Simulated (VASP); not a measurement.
# CuSi16 (a cell with a defect) in VASP: a series of runs

Runs on CuSi16 (a cell with a defect). Level: LDA. Tasks: single point.

All numbers are computed with VASP 6.6.1; they aren't measurements. Logs are shortened: lines on timing, memory, paths and dates and some standing lists are left out, and cuts for length are marked.

## (1) The cell of the first run

The cell holds a defect, 17 atoms: a = 7.679 Å, b = 7.679 Å, c = 7.679 Å, α = 60.00°, β = 60.00°, γ = 60.00°.

## (2) Single point, LDA

INCAR reads:

```
SYSTEM = CuSi16
PREC = Accurate
ENCUT = 520
EDIFF = 1E-6
ISMEAR = 0
SIGMA = 0.02
LREAL = Auto
LASPH = .True.
NELM = 80
ALGO = Normal
ISIF = 2
LWAVE = .False.
LCHARG = .False.
NELECT = 74.0
NBANDS = 52
```

KPOINTS reads:

```
regular mesh
0
Gamma
  2 2 2
  0 0 0
```

POSCAR reads:

```
CuSi16
1.0
    0.0000000000      5.4300000000      5.4300000000
    5.4300000000      0.0000000000      5.4300000000
    5.4300000000      5.4300000000      0.0000000000
Si Cu
16 1
Direct
    0.0061093258     -0.0151191433      0.0060024571
    0.1258721085      0.1159084862      0.1257932312
    0.0090369729     -0.0013764827      0.4985435479
    0.1401565955      0.1183824319      0.6182809001
   -0.0107771312      0.4892269391     -0.0108562215
    0.1133172209      0.6133220773      0.1132234886
    0.0060944934      0.5061001785      0.4847865232
    0.1258680376      0.6258722258      0.6158236146
    0.4986232096     -0.0013728598      0.0089648898
    0.6183765176      0.1183814609      0.1400701564
    0.5115523117      0.0115572384      0.5114589375
    0.6356704460      0.1356744693      0.6355955377
    0.4848762551      0.5061142336      0.0060016405
    0.6159043832      0.6258760398      0.1257929473
    0.4986193268      0.5090409055      0.4985432657
    0.6183774915      0.6401612046      0.6182808568
    0.8113819352      0.3113853949      0.8113155271
```

Potentials or basis: VASP PAW LDA potentials, release 64 (Si, Cu).

Command:

```sh
cat potpaw_LDA.64/Si/POTCAR potpaw_LDA.64/Cu/POTCAR > POTCAR
mpirun -np 1 vasp_std > vasp.out
```

OUTCAR:

```text
SYSTEM = CuSi16
   PREC = Accurate
   ENCUT = 520
   EDIFF = 1E-6
   ISMEAR = 0
   LREAL = Auto
   LASPH = .True.
   NELM = 80
   ISIF = 2
   NELECT = 74.0

 ion  position               nearest neighbor table
   1  0.006  0.985  0.006-   2 2.32   6 2.34  17 2.34   4 2.43  10 2.43
   2  0.126  0.116  0.126-   1 2.32   3 2.34   9 2.34   5 2.35
   3  0.009  0.999  0.499-   4 2.32   2 2.34   8 2.34  12 2.35
   4  0.140  0.118  0.618-   3 2.32  11 2.34  17 2.34   7 2.43   1 2.43
   5  0.989  0.489  0.989-   6 2.33  14 2.35   2 2.35   8 2.35
   6  0.113  0.613  0.113-   5 2.33   1 2.34  13 2.34   7 2.34
   7  0.006  0.506  0.485-   8 2.32   6 2.34  17 2.34  16 2.43   4 2.43
   8  0.126  0.626  0.616-   7 2.32  15 2.34   3 2.34   5 2.35
   9  0.499  0.999  0.009-  10 2.32   2 2.34  14 2.34  12 2.35
  10  0.618  0.118  0.140-   9 2.32  11 2.34  17 2.34  13 2.43   1 2.43
  11  0.512  0.012  0.511-  12 2.33  10 2.34   4 2.34  16 2.34
  12  0.636  0.136  0.636-  11 2.33  15 2.35   3 2.35   9 2.35
  13  0.485  0.506  0.006-  14 2.32   6 2.34  17 2.34  16 2.43  10 2.43
  14  0.616  0.626  0.126-  13 2.32  15 2.34   9 2.34   5 2.35
  15  0.499  0.509  0.499-  16 2.32  14 2.34   8 2.34  12 2.35
  16  0.618  0.640  0.618-  15 2.32  11 2.34  17 2.34   7 2.43  13 2.43
  17  0.811  0.311  0.811-  10 2.34   4 2.34  16 2.34   1 2.34  13 2.34   7 2.34

  LATTYP: Found a face centered cubic cell.
 ALAT       =    10.8600000000

  Lattice vectors:

 A1 = (   0.0000000000,   5.4300000000,   5.4300000000)
 A2 = (   5.4300000000,   0.0000000000,   5.4300000000)
 A3 = (   5.4300000000,   5.4300000000,   0.0000000000)

Analysis of symmetry for initial positions (statically):
=====================================================================
 Subroutine PRICEL returns:
 Original cell was already a primitive cell.

 Routine SETGRP: Setting up the symmetry group for a
 face centered cubic supercell.

 Subroutine GETGRP returns: Found  2 space group operations
 (whereof  1 operations were pure point group operations)
 out of a pool of 48 trial point group operations.

The static configuration has the point symmetry C_1 .
 The point group associated with its full space group is C_1h.

Analysis of symmetry for dynamics (positions and initial velocities):
=====================================================================
 Subroutine PRICEL returns:
 Original cell was already a primitive cell.

 Routine SETGRP: Setting up the symmetry group for a
 face centered cubic supercell.

 Subroutine GETGRP returns: Found  2 space group operations
 (whereof  1 operations were pure point group operations)
 out of a pool of 48 trial point group operations.

The dynamic configuration has the point symmetry C_1 .
 The point group associated with its full space group is C_1h.

 Subroutine INISYM returns: Found  2 space group operations
 (whereof  1 operations are pure point group operations),
 and found     1 'primitive' translations

----------------------------------------------------------------------------------------

                                     Primitive cell

  volume of cell :     320.2060

  direct lattice vectors                    reciprocal lattice vectors
     0.000000000  5.430000000  5.430000000    -0.092081031  0.092081031  0.092081031
     5.430000000  0.000000000  5.430000000     0.092081031 -0.092081031  0.092081031
     5.430000000  5.430000000  0.000000000     0.092081031  0.092081031 -0.092081031

  length of vectors
     7.679179644  7.679179644  7.679179644     0.159489025  0.159489025  0.159489025

  position of ions in fractional coordinates (direct lattice)
     0.006109326  0.984880857  0.006002457
     0.125872108  0.115908486  0.125793231
     0.009036973  0.998623517  0.498543548
     0.140156596  0.118382432  0.618280900
     0.989222869  0.489226939  0.989143779
     0.113317221  0.613322077  0.113223489
[... 9 lines left out ...]
     0.618377491  0.640161205  0.618280857
     0.811381935  0.311385395  0.811315527

  ion indices of the primitive-cell ions
   primitive index   ion index
                 1           1
                 2           2
                 3           3
                 4           4
                 5           5
                 6           6
[... 9 lines left out ...]
                16          16
                17          17

----------------------------------------------------------------------------------------

 KPOINTS: regular mesh

Automatic generation of k-mesh.
 Grid dimensions read from file:
 generate k-points for:    2    2    2

 Generating k-lattice:

  Cartesian coordinates                     Fractional coordinates (reciprocal lattice)
    -0.046040516  0.046040516  0.046040516     0.500000000  0.000000000  0.000000000
     0.046040516 -0.046040516  0.046040516     0.000000000  0.500000000  0.000000000
     0.046040516  0.046040516 -0.046040516     0.000000000  0.000000000  0.500000000

  Length of vectors
     0.079744512  0.079744512  0.079744512

  Shift w.r.t. Gamma in fractional coordinates (k-lattice)
     0.000000000  0.000000000  0.000000000

 Subroutine IBZKPT returns following result:
 ===========================================

 Found      6 irreducible k-points:

 Following reciprocal coordinates:
            Coordinates               Weight
  0.000000  0.000000  0.000000      1.000000
  0.500000  0.000000  0.000000      2.000000
  0.000000  0.000000  0.500000      1.000000
  0.500000  0.500000  0.500000      1.000000
  0.500000  0.500000  0.000000      1.000000
  0.000000  0.500000  0.500000      2.000000
   k-points           NKPTS =      6   k-points in BZ     NKDIM =      6   number of bands    NBANDS=     52
   number of dos      NEDOS =    301   number of ions     NIONS =     17
   total plane-waves  NPLWV = 216000
   dimension x,y,z NGX =    60 NGY =   60 NGZ =   60
   dimension x,y,z NGXF=   120 NGYF=  120 NGZF=  120
   ions per type =              16   1
   NGX,Y,Z   is equivalent  to a cutoff of  12.99, 12.99, 12.99 a.u.
   NGXF,Y,Z  is equivalent  to a cutoff of  25.98, 25.98, 25.98 a.u.
 SYSTEM =  CuSi16
   PREC   = accura    normal or accurate (medium, high low for compatibility)
   ISTART =      0    job   : 0-new  1-cont  2-samecut
   ICHARG =      2    charge: 1-file 2-atom 10-const
   ISPIN  =      1    spin polarized calculation?
   LNONCOLLINEAR =      F non collinear calculations
   LSORBIT =      F    spin-orbit coupling
   LASPH  =      T    aspherical Exc in radial PAW
   ENCUT  =  520.0 eV  38.22 Ry    6.18 a.u.  14.28 14.28 14.28*2*pi/ulx,y,z
   NELM   =     80;   NELMIN=  2; NELMDL= -5     # of ELM steps
   EDIFF  = 0.1E-05   stopping-criterion for ELM
   LREAL  =      T    real-space projection
   EDIFFG = 0.1E-04   stopping-criterion for IOM
   NSW    =      0    number of steps for IOM
   IBRION =     -1    ionic relax: 0-MD 1-quasi-New 2-CG
   NFREE  =      0    steps in history (QN), initial steepest desc. (CG)
   ISIF   =      2    stress and relaxation
   ISYM   =      2    0-nonsym 1-usesym 2-fastsym
   POTIM  = 0.5000    time-step for ionic-motion
   TEBEG  =    0.0;   TEEND  =   0.0 temperature during run
   PSTRESS=    0.0 pullay stress
   NELECT =      74.0000    total number of electrons
   NUPDOWN=      -1.0000    fix difference up-down
   EMIN   =  10.00;   EMAX   =-10.00  energy-range for DOS
   EFERMI =   0.00;   METHOD = LEGACY
   ISMEAR =     0;   SIGMA  =   0.02  broadening in eV -4-tet -1-fermi 0-gaus
   EFERMI_NEDOS =   21; number of points for ismear=-14 and -15
   IALGO  =     38    algorithm
   IMIX   =      4    mixing-type and parameters
     AMIX     =   0.40;   BMIX     =  1.00
     AMIX_MAG =   1.60;   BMIX_MAG =  1.00
  volume/ion in A,a.u.               =      18.84       127.11
  Fermi-wavevector in a.u.,A,eV,Ry     =   1.004636  1.898488 13.732283  1.009294
  Thomas-Fermi vector in A             =   2.137265
   LORBIT       =      0    0 simple, 1 ext, 2 COOP (PROOUT), +10 PAW based schemes
   GGA     = CA    functional components
   LHFCALC =     F    Hartree Fock is set to
   AEXX    =    0.0000 exact exchange contribution
   IVDW    =     0    specifies the selected vdW correction
   LEPSILON=     F    determine dielectric tensor
   LRPA    =     F    only Hartree local field effects (RPA)
 non-spin polarized calculation
 Gauss-broadening in eV      SIGMA  =   0.02
  energy-cutoff  :      520.00
  volume of cell :      320.21
 maximum number of plane-waves:      8646
 NGX is ok and might be reduce to    60
   NGX = 29   NGY = 29   NGZ = 29

 number of electron      74.0000000 magnetization

 Free energy of the ion-electron system (eV)
  ---------------------------------------------------
  ext. energy  EPLUGINS =         0.00000000
  ---------------------------------------------------
  free energy    TOTEN  =      -103.87855648 eV

  energy without entropy =     -103.87855027  energy(sigma->0) =     -103.87855337

 E-fermi :   6.3298     XC(G=0):  -9.8192

 val. band max:        6.2802127307   @ k =   0.0000   0.0000   0.0000
 cond. band min:       6.3818559850   @ k =   0.0000   0.0000   0.0000
 fundamental gap:      0.1016432543
 Fermi energy:         6.3297744440

 k-point     1 :       0.0000    0.0000    0.0000
  band No.  band energies     occupation
      1      -5.9755      2.00000
      2      -3.6322      2.00000
      3      -3.5794      2.00000
      4      -3.5794      2.00000
      5      -3.5028      2.00000
      6      -2.0302      2.00000
[... 41 lines left out ...]
     48       8.3435      0.00000
     49       8.3435      0.00000

 k-point     2 :       0.5000    0.0000    0.0000
  band No.  band energies     occupation
      1      -5.2730      2.00000
      2      -5.0538      2.00000
      3      -3.4102      2.00000
      4      -3.3174      2.00000
      5      -3.1662      2.00000
      6      -3.1554      2.00000
[... 41 lines left out ...]
     48       9.7080      0.00000
     49       9.7957      0.00000

 k-point     3 :       0.0000    0.0000    0.5000
  band No.  band energies     occupation
      1      -5.2730      2.00000
      2      -5.0538      2.00000
      3      -3.4102      2.00000
      4      -3.3174      2.00000
      5      -3.1662      2.00000
      6      -3.1554      2.00000
[... 41 lines left out ...]
     48       9.7080      0.00000
     49       9.7957      0.00000

 k-point     4 :       0.5000    0.5000    0.5000
  band No.  band energies     occupation
      1      -5.3712      2.00000
      2      -4.9483      2.00000
      3      -3.2907      2.00000
      4      -3.2906      2.00000
      5      -3.2160      2.00000
      6      -3.1456      2.00000
[... 41 lines left out ...]
     48       9.5223      0.00000
     49       9.7545      0.00000

 k-point     5 :       0.5000    0.5000    0.0000
  band No.  band energies     occupation
      1      -5.0412      2.00000
      2      -4.7667      2.00000
      3      -3.9971      2.00000
      4      -3.8518      2.00000
      5      -3.8109      2.00000
      6      -3.7747      2.00000
[... 41 lines left out ...]
     48      10.2977      0.00000
     49      10.3253      0.00000

 k-point     6 :       0.0000    0.5000    0.5000
  band No.  band energies     occupation
      1      -5.0412      2.00000
      2      -4.7667      2.00000
      3      -3.9971      2.00000
      4      -3.8518      2.00000
      5      -3.8109      2.00000
      6      -3.7746      2.00000
[... 41 lines left out ...]
     48      10.2977      0.00000
     49      10.3254      0.00000
 [bands above 49 left out]

------------------------ aborting loop because EDIFF is reached ----------------------------------------

  FORCE on cell =-STRESS in cart. coord.  units (eV):
  Direction    XX          YY          ZZ          XY          YZ          ZX
  --------------------------------------------------------------------------------------
  -------------------------------------------------------------------------------------
  Total       -8.7216338     -8.7216338     -8.7203581      0.6235770      0.6235037      0.6235037
  in kB      -43.6394174    -43.6394174    -43.6330347      3.1201190      3.1197525      3.1197524
  external PRESSURE =     -43.6372899 kB  Pullay stress =       0.0000000 kB

 VOLUME and BASIS-vectors are now :
 -----------------------------------------------------------------------------
  energy-cutoff  :      520.00
  volume of cell :      320.21
      direct lattice vectors                 reciprocal lattice vectors
     0.000000000  5.430000000  5.430000000    -0.092081031  0.092081031  0.092081031
     5.430000000  0.000000000  5.430000000     0.092081031 -0.092081031  0.092081031
     5.430000000  5.430000000  0.000000000     0.092081031  0.092081031 -0.092081031

 POSITION                                       TOTAL-FORCE (eV/Angst)
 -----------------------------------------------------------------------------------
      5.38050      0.06577      5.38108         0.006015      0.024660      0.006139
      1.31244      1.36654      1.31287        -0.003269      0.001987     -0.002866
      8.12962      2.75616      5.47160        -0.002204      0.002867      0.003039
      4.00008      4.11832      1.40387        -0.025654     -0.005076     -0.005508
      8.02755     10.74253      8.02798         0.016189      0.016189      0.015954
      3.94514      1.23012      3.94565        -0.019372     -0.019372     -0.019186
[... 9 lines left out ...]
      6.83334      6.71505      6.83387        -0.005076     -0.025654     -0.005508
      6.09627      8.81125      6.09663         0.001330      0.001330      0.002358
 -----------------------------------------------------------------------------------
    total drift:                               -0.000060      0.004424      0.002192

  FREE ENERGIE OF THE ION-ELECTRON SYSTEM (eV)
  ---------------------------------------------------
  free  energy   TOTEN  =      -103.8785564780 eV

  energy  without entropy=     -103.8785502666  energy(sigma->0) =     -103.87855337
```

It took 6.9 min on 1 thread of AMD EPYC 7R43 (Zen 3), shared host; peak memory 0.35 GiB.

Results:

| Quantity | Value |
| --- | --- |
| Free energy | -103.8786 eV |
| Largest force | 0.033 eV/Å |

Forces on the atoms (eV/Å):
```
Si   0.006  0.025  0.006
Si  -0.003  0.002 -0.003
Si  -0.002  0.003  0.003
Si  -0.026 -0.005 -0.006
Si   0.016  0.016  0.016
Si  -0.019 -0.019 -0.019
Si   0.006  0.006  0.025
Si  -0.003 -0.003  0.001
Si   0.003  0.003 -0.002
Si  -0.005 -0.005 -0.026
Si   0.019  0.019  0.019
Si  -0.017 -0.017 -0.018
Si   0.025  0.006  0.006
Si   0.002 -0.003 -0.003
Si   0.003 -0.002  0.003
Si  -0.005 -0.026 -0.006
Cu   0.001  0.001  0.002
```

Caveat: the k points lie up to 0.50 Å⁻¹ apart; the cell carries a net charge on a neutralising background, which shifts energy and pressure; the cell is charged against a uniform background, so pressure and absolute levels hang on convention.

## (3) Single point, LDA

INCAR reads:

```
ALGO = Normal ; EDIFF = 1E-6
ENCUT = 520 ; GGA = CA
ISIF = 2 ; ISMEAR = 0
LASPH = T ; LCHARG = T
LELF = T ; LREAL = Auto
LVHAR = T ; LWAVE = F
NBANDS = 52 ; NELECT = 74.0
NELM = 100 ; PREC = Accurate
SIGMA = 0.02
```

KPOINTS reads:

```
k-points
0
Gamma
  2 2 2
```

POSCAR reads:

```
CuSi16
1.0
    0.0000000000      5.4300000000      5.4300000000
    5.4300000000      0.0000000000      5.4300000000
    5.4300000000      5.4300000000      0.0000000000
Si Cu
16 1
Direct
   -0.0099438905      0.0320708023     -0.0108736955
    0.1268565959      0.1316132729      0.1261235347
    0.0096214760     -0.0068720785      0.4987807966
    0.1268691549      0.1315341448      0.6157982648
    0.0071208777      0.5022909335      0.0063509643
    0.1142006942      0.6597070668      0.1132537019
    0.0070942837      0.5022068952      0.4846485046
    0.1407203387      0.6224869851      0.6185671658
    0.4995389501     -0.0067025947      0.0086962132
    0.6167527319      0.1313448987      0.1261195987
    0.4995571521     -0.0066349343      0.4987972322
    0.6363249693      0.0932324245      0.6354250799
    0.4856339019      0.5019863147      0.0063293022
    0.6192903705      0.6226664006      0.1397576667
    0.5122736805      0.4654952726      0.5113147904
    0.6192917676      0.6227465013      0.6186231084
    0.8140613453      0.5601325546      0.8131069413
```

Potentials or basis: VASP PAW LDA potentials, release 64 (Si, Cu).

Command:

```sh
cat potpaw_LDA.64/Si/POTCAR potpaw_LDA.64/Cu/POTCAR > POTCAR
mpirun -np 1 vasp_std > vasp.out
```

Run time: 13 min. Hardware: 1 thread of AMD EPYC 7R43 (Zen 3), shared host; peak memory 0.37 GiB.

It converged, with:

```
Free energy   : -103.8786 eV
Largest force : 0.034 eV/Å
```

Forces in eV/Å, atoms in the order of the input:
```
Si  -0.019  0.019 -0.020
Si   0.009 -0.006  0.011
Si  -0.009  0.009 -0.004
Si   0.006 -0.009  0.011
Si  -0.009  0.026 -0.007
Si   0.019 -0.019  0.021
Si  -0.023  0.010 -0.006
Si   0.006 -0.006  0.025
Si  -0.004  0.009 -0.010
Si   0.010 -0.010  0.007
Si  -0.009  0.003 -0.010
Si   0.018 -0.018  0.016
Si  -0.002  0.003 -0.024
Si   0.021 -0.004  0.006
Si  -0.018  0.018 -0.018
Si   0.002 -0.023  0.004
Cu   0.002 -0.003 -0.001
```

Levels at points of the mesh, in eV from the Fermi level:
```
           k point  band 33  band 34  band 35  band 36  band 37  band 38  band 39  band 40  band 41  band 42
(0.00, 0.00, 0.00)    -1.13    -1.13    -0.52    -0.21    -0.05     0.05     0.05     0.47     0.47     0.69
(0.50, 0.00, 0.00)    -2.00    -1.06    -1.00    -0.90    -0.71     0.59     0.95     1.02     1.22     1.32
(0.00, 0.50, 0.00)    -2.18    -0.90    -0.90    -0.51    -0.51     0.46     0.94     1.41     1.41     1.47
(0.00, 0.00, 0.50)    -2.00    -1.06    -1.00    -0.90    -0.71     0.59     0.96     1.02     1.22     1.32
(0.50, 0.50, 0.50)    -2.00    -1.06    -1.00    -0.90    -0.71     0.59     0.96     1.02     1.22     1.32
(0.50, 0.50, 0.00)    -1.82    -1.68    -1.46    -1.45    -1.16     0.65     0.75     1.84     2.02     2.13
(0.00, 0.50, 0.50)    -1.82    -1.68    -1.46    -1.45    -1.16     0.65     0.75     1.84     2.02     2.13
(0.50, 0.00, 0.50)    -1.82    -1.68    -1.46    -1.45    -1.16     0.65     0.75     1.84     2.02     2.13
```

Caveat: the k points lie up to 0.50 Å⁻¹ apart; the cell carries a net charge on a neutralising background, which shifts energy and pressure; the cell is charged against a uniform background, so pressure and absolute levels hang on convention.
